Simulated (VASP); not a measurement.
# SnSe (P1) in VASP: single point with r2SCAN

Aim: the single point of SnSe with r2SCAN.

Everything below comes from runs of VASP 6.6.1. Logs are shortened: lines on timing, memory, paths and dates and some standing lists are left out, and cuts for length are marked.

## 1. The cell of the first run

The typed cell holds 16 atoms: a = 8.491 Å, b = 8.491 Å, c = 8.491 Å, α = 60.00°, β = 60.00°, γ = 60.00°.

## 2. Single point, r2SCAN

Contents of POSCAR:

```
SnSe
1.0
    0.0000000000      6.0042263075      6.0042263075
    6.0042263075      0.0000000000      6.0042263075
    6.0042263075      6.0042263075      0.0000000000
Sn Se
8 8
Direct
   -0.0037502750     -0.0034871271      0.0020006741
   -0.0000575428     -0.0006306391      0.4984274987
    0.0018377055      0.4989933501      0.0013637061
   -0.0035763142      0.5042787938      0.4997862916
    0.5016916162     -0.0013933519      0.0009768119
    0.4998772275     -0.0031407877      0.5065545241
    0.4989408871      0.5047189837     -0.0012081490
    0.4986089542      0.5027305510      0.4982818513
    0.2486190432      0.2541966145      0.2486423602
    0.2500621101      0.2570107156      0.7457602813
    0.2521901112      0.7482651835      0.2510377562
    0.2476132517      0.7501749217      0.7507413560
    0.7564754004      0.2474457863      0.2491783992
    0.7566602702      0.2413432515      0.7498665556
    0.7558429292      0.7454146081      0.2480452807
    0.7421992896      0.7530373221      0.7474336026
```

Contents of INCAR.step1:

```
SYSTEM = SnSe
PREC = Accurate
ENCUT = 520
ISMEAR = -1
SIGMA = 0.02
LREAL = Auto
LASPH = .TRUE.
NELM = 60
NBANDS = 94
GGA = PE
ALGO = Normal
EDIFF = 1E-4
LWAVE = .TRUE.
LCHARG = .FALSE.
```

Contents of INCAR.step2:

```
SYSTEM = SnSe
PREC = Accurate
ENCUT = 520
EDIFF = 1E-6
ISMEAR = -1
SIGMA = 0.02
LREAL = Auto
LASPH = .TRUE.
NELM = 60
ALGO = Normal
ISIF = 2
LWAVE = .FALSE.
LCHARG = .FALSE.
METAGGA = R2SCAN
LMIXTAU = .TRUE.
NBANDS = 94
ISTART = 1
```

Contents of KPOINTS:

```
Automatic mesh
0
G
  2 2 2
  0 0 0
```

Potentials or basis: VASP PAW PBE potentials, release 64 (Sn_d, Se).

On the command line:

```console
> cat potpaw_PBE.64/Sn_d/POTCAR potpaw_PBE.64/Se/POTCAR > POTCAR
> cp INCAR.step1 INCAR
> mpirun -np 1 vasp_std > vasp.out
> cp INCAR.step2 INCAR
> mpirun -np 1 vasp_std > vasp.out
```

OUTCAR:

```text
SYSTEM = SnSe
   PREC = Accurate
   ENCUT = 520
   EDIFF = 1E-6
   ISMEAR = -1
   LREAL = Auto
   LASPH = .TRUE.
   NELM = 60
   ISIF = 2
   METAGGA = R2SCAN
   ISTART = 1

 ion  position               nearest neighbor table
   1  0.996  0.997  0.002-  15 2.95  14 2.95  12 2.99  13 2.99  11 3.03  10 3.09
   2  1.000  0.999  0.498-  13 2.96  14 2.96  11 2.99  12 3.00   9 3.02  16 3.03
   3  0.002  0.499  0.001-  15 2.96   9 2.97  13 2.98  12 2.98  10 2.99  16 3.08
   4  0.996  0.504  0.500-  15 2.96  16 2.98  10 3.00  11 3.00   9 3.01  14 3.02
   5  0.502  0.999  0.001-  14 2.99  16 3.00  11 3.00  15 3.01   9 3.02  10 3.04
   6  0.500  0.997  0.507-  16 2.90  12 3.00  10 3.00  13 3.05   9 3.06  15 3.06
[... 8 lines left out ...]
  15  0.756  0.745  0.248-   1 2.95   4 2.96   3 2.96   8 3.00   5 3.01   6 3.06
  16  0.742  0.753  0.747-   6 2.90   7 2.95   4 2.98   5 3.00   2 3.03   3 3.08

  LATTYP: Found a face centered cubic cell.
 ALAT       =    12.0084526150

  Lattice vectors:

 A1 = (   0.0000000000,   6.0042263075,   6.0042263075)
 A2 = (   6.0042263075,   0.0000000000,   6.0042263075)
 A3 = (   6.0042263075,   6.0042263075,   0.0000000000)

Analysis of symmetry for initial positions (statically):
=====================================================================
 Subroutine PRICEL returns:
 Original cell was already a primitive cell.

 Routine SETGRP: Setting up the symmetry group for a
 face centered cubic supercell.

 Subroutine GETGRP returns: Found  1 space group operations
 (whereof  1 operations were pure point group operations)
 out of a pool of 48 trial point group operations.

The static configuration has the point symmetry C_1 .

Analysis of symmetry for dynamics (positions and initial velocities):
=====================================================================
 Subroutine PRICEL returns:
 Original cell was already a primitive cell.

 Routine SETGRP: Setting up the symmetry group for a
 face centered cubic supercell.

 Subroutine GETGRP returns: Found  1 space group operations
 (whereof  1 operations were pure point group operations)
 out of a pool of 48 trial point group operations.

The dynamic configuration has the point symmetry C_1 .

 Subroutine INISYM returns: Found  1 space group operations
 (whereof  1 operations are pure point group operations),
 and found     1 'primitive' translations

----------------------------------------------------------------------------------------
[... 109 lines left out ...]
   NFREE  =      0    steps in history (QN), initial steepest desc. (CG)
   ISIF   =      2    stress and relaxation
   ISYM   =      2    0-nonsym 1-usesym 2-fastsym
   POTIM  = 0.5000    time-step for ionic-motion
   TEBEG  =    0.0;   TEEND  =   0.0 temperature during run
   PSTRESS=    0.0 pullay stress
   NELECT =     160.0000    total number of electrons
   NUPDOWN=      -1.0000    fix difference up-down
   EMIN   =  10.00;   EMAX   =-10.00  energy-range for DOS
   EFERMI =   0.00;   METHOD = LEGACY
   ISMEAR =    -1;   SIGMA  =   0.02  broadening in eV -4-tet -1-fermi 0-gaus
   EFERMI_NEDOS =   21; number of points for ismear=-14 and -15
   IALGO  =     38    algorithm
   IMIX   =      4    mixing-type and parameters
     AMIX     =   0.40;   BMIX     =  1.00
     AMIX_MAG =   1.60;   BMIX_MAG =  1.00
  volume/ion in A,a.u.               =      27.06       182.59
  Fermi-wavevector in a.u.,A,eV,Ry     =   1.174846  2.220138 18.779634  1.380264
  Thomas-Fermi vector in A             =   2.311237
   LORBIT       =      0    0 simple, 1 ext, 2 COOP (PROOUT), +10 PAW based schemes
   METAGGA = R2SCAN    functional components
   LHFCALC =     F    Hartree Fock is set to
   AEXX    =    0.0000 exact exchange contribution
   IVDW    =     0    specifies the selected vdW correction
   LEPSILON=     F    determine dielectric tensor
   LRPA    =     F    only Hartree local field effects (RPA)
 non-spin polarized calculation
  energy-cutoff  :      520.00
  volume of cell :      432.91
 maximum number of plane-waves:     11702
 NGX is ok and might be reduce to    64
   NGX = 31   NGY = 31   NGZ = 31

 number of electron     160.0000008 magnetization

 Free energy of the ion-electron system (eV)
  ---------------------------------------------------
  ext. energy  EPLUGINS =         0.00000000
  ---------------------------------------------------
  free energy    TOTEN  =      -319.25753430 eV

  energy without entropy =     -319.25753077  energy(sigma->0) =     -319.25753254

 E-fermi :   5.9994     XC(G=0): -10.2559

 val. band max:        5.7697035896   @ k =   0.0000   0.0000   0.0000
 cond. band min:       6.2284752956   @ k =   0.0000   0.0000   0.0000
 fundamental gap:      0.4587717060
 Fermi energy:         5.9993514841

 k-point     1 :       0.0000    0.0000    0.0000
  band No.  band energies     occupation
      1     -16.8323      2.00000
      2     -16.8305      2.00000
      3     -16.8287      2.00000
      4     -16.8088      2.00000
      5     -16.8074      2.00000
      6     -16.8072      2.00000
[... 749 lines left out ...]
     91       7.8341      0.00000
     92       7.9219      0.00000
 [bands above 92 left out]

------------------------ aborting loop because EDIFF is reached ----------------------------------------

  FORCE on cell =-STRESS in cart. coord.  units (eV):
  Direction    XX          YY          ZZ          XY          YZ          ZX
  --------------------------------------------------------------------------------------
  -------------------------------------------------------------------------------------
  Total       -2.7289986     -2.6075083     -2.7297098     -0.0355292     -0.0078151     -0.0219882
  in kB      -10.0997992     -9.6501736    -10.1024315     -0.1314907     -0.0289232     -0.0813764
  external PRESSURE =      -9.9508014 kB  Pullay stress =       0.0000000 kB

 VOLUME and BASIS-vectors are now :
 -----------------------------------------------------------------------------
  energy-cutoff  :      520.00
  volume of cell :      432.91
      direct lattice vectors                 reciprocal lattice vectors
     0.000000000  6.004226307  6.004226307    -0.083274676  0.083274676  0.083274676
     6.004226307  0.000000000  6.004226307     0.083274676 -0.083274676  0.083274676
     6.004226307  6.004226307  0.000000000     0.083274676  0.083274676 -0.083274676

 POSITION                                       TOTAL-FORCE (eV/Angst)
 -----------------------------------------------------------------------------------
      5.99530      5.99372     11.96500         0.056054     -0.020257      0.110547
      8.99311      8.99655     12.00432         0.095398     -0.043429      0.068120
      3.00426      0.01922      3.00710        -0.024480      0.092192     -0.056619
      6.02863      8.98358      9.01056        -0.104289      0.105234     -0.049427
      6.00173      3.01813      9.00813         0.094092     -0.094888      0.038114
      9.02684      6.04284      8.98674         0.081119     -0.127824      0.060459
[... 8 lines left out ...]
      5.96496      6.02757      9.01389         0.092514     -0.094478      0.055092
      9.00917      8.94409      8.97774         0.023583      0.147151      0.132225
 -----------------------------------------------------------------------------------
    total drift:                                0.000960      0.009081      0.005328

  FREE ENERGIE OF THE ION-ELECTRON SYSTEM (eV)
  ---------------------------------------------------
  free  energy   TOTEN  =      -319.2575343035 eV

  energy  without entropy=     -319.2575307673  energy(sigma->0) =     -319.25753254
```

OSZICAR.step1:

```text
N       E                     dE             d eps       ncg     rms          rms(c)
DAV:   1     0.203107954083E+04    0.20311E+04   -0.69875E+04  1632   0.218E+03
DAV:   2     0.358863668216E+03   -0.16722E+04   -0.16366E+04  1504   0.669E+02
DAV:   3    -0.264834460216E+02   -0.38535E+03   -0.36634E+03  1710   0.236E+02
DAV:   4    -0.656560069203E+02   -0.39173E+02   -0.38168E+02  1768   0.714E+01
DAV:   5    -0.672728575695E+02   -0.16169E+01   -0.15931E+01  1772   0.146E+01    0.958E+00
DAV:   6    -0.661113981162E+02    0.11615E+01   -0.28620E+00  1926   0.577E+00    0.593E+00
DAV:   7    -0.661097141850E+02    0.16839E-02   -0.12551E+00  1946   0.269E+00    0.194E+00
DAV:   8    -0.661066423251E+02    0.30719E-02   -0.23066E-01  1908   0.192E+00    0.448E-01
DAV:   9    -0.661023379726E+02    0.43044E-02   -0.49425E-02  1860   0.944E-01    0.148E-01
DAV:  10    -0.661020647707E+02    0.27320E-03   -0.37184E-03  1914   0.333E-01    0.739E-02
DAV:  11    -0.661021867122E+02   -0.12194E-03   -0.79671E-04  1454   0.105E-01    0.229E-02
DAV:  12    -0.661021833814E+02    0.33308E-05   -0.55044E-05   992   0.504E-02
   1 F= -.66102183E+02 E0= -.66102183E+02  d E =-.240487E-06
```

Run time: 23 min. Hardware: 1 thread of Intel Xeon Platinum 8488C (Sapphire Rapids), shared host; peak memory 0.7 GiB.

Results:

```
Free energy            : -319.2575 eV
Pressure               : -1.0 GPa
Largest force          : 0.220 eV/Å
Band gap on the k mesh : 0.46 eV
```

Forces in eV/Å, atoms in the order of the input:
```
Sn   0.056 -0.020  0.111
Sn   0.095 -0.043  0.068
Sn  -0.024  0.092 -0.057
Sn  -0.104  0.105 -0.049
Sn   0.094 -0.095  0.038
Sn   0.081 -0.128  0.060
Sn  -0.035  0.033 -0.136
Sn  -0.046  0.060 -0.116
Se  -0.057 -0.060 -0.048
Se  -0.160  0.132 -0.071
Se  -0.125 -0.029 -0.009
Se  -0.052  0.114  0.086
Se   0.061 -0.100 -0.089
Se   0.100 -0.113  0.024
Se   0.093 -0.094  0.055
Se   0.024  0.147  0.132
```

Caveat: the k points lie up to 0.45 Å⁻¹ apart; the structure was generated, so it needn't be the stable form of SnSe; semilocal functionals underestimate gaps, and a narrow one can read as zero; the PAW data sets were made with another functional, which shifts forces and pressure a little; spin-orbit coupling is left out, which moves the levels of the heavy elements.
